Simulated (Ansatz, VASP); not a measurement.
PbS: VASP beside Ansatz

```
CELL_PARAMETERS angstrom
0.00000 2.92256 2.92256
2.92256 0.00000 2.92256
2.92256 2.92256 0.00000
ATOMIC_POSITIONS crystal
Pb 0.00000 0.00000 0.00000
S 0.50000 0.50000 0.50000
```

Alike in both runs: functional LDA; k mesh 8 × 8 × 8; occupations fermi-dirac, width 0.02 eV; no spin polarisation.

Ansatz relaxed the structure, and its values are those at the end. VASP's run is a single point on that final structure, the one shown.

|  | VASP | Ansatz |
| --- | --- | --- |
| version | VASP 6.6.1 | Ansatz 0.2.0 |
| potentials or method | VASP PAW LDA potentials, release 64 (Pb_d, S), cutoff 520 eV | PAW plane waves |
| valence electrons in the cell | 20 | 20 |

```csv
,VASP,Ansatz,Ansatz less VASP
pressure (GPa),0.0,0.0,-0.03
```

Ansatz warns that its potentials were made for another functional, while VASP's fit it. LDA's correlation is that of Perdew and Zunger in VASP and of Perdew and Wang (1992) in Ansatz.

Spin-orbit coupling is off throughout.
